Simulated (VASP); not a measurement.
Ga, 2 atoms in the cell. It takes space group Cmcm (No. 63, orthorhombic). The conventional cell has a = 2.817 Å, b = 7.911 Å, c = 3.342 Å, α = 90.00°, β = 90.00°, γ = 90.00°. Ga (site symmetry m2m) has 10 Ga at 2.75 to 3.34 Å within 3.6 Å. 

* Program: VASP 6.6.1
* Task: single point
* Functional: PBE0
* Potentials or basis: VASP PAW PBE potentials, release 64 (Ga_d)
* Cutoff: 520 eV
* k mesh: 5 × 5 × 4
* Occupations: fermi-dirac, width 0.05 eV
* Spin: no spin polarisation
* Dipole correction: no
* Grid for exact exchange (PRECFOCK): Normal
* Further INCAR settings: ALGO = Normal; EDIFF = 1e-06; NBANDS = 20
* Share of exact exchange: 0.25

Potentials or basis: VASP PAW PBE potentials, release 64 (Ga_d).

The run is started by

```console
$ cat potpaw_PBE.64/Ga_d/POTCAR > POTCAR
$ cp INCAR.step1 INCAR
$ mpirun -np 1 vasp_std > vasp.out
$ cp INCAR.step2 INCAR
$ mpirun -np 1 vasp_std > vasp.out
```

Hardware: 1 thread of Intel(R) Xeon(R) 6975P-C (Granite Rapids), on a shared host.

Q: Estimate the wall time of this run.

A: Wall time 31 min on 1 thread of Intel(R) Xeon(R) 6975P-C (Granite Rapids) (shared host), peak memory 0.19 GiB. Counts: k points 27.
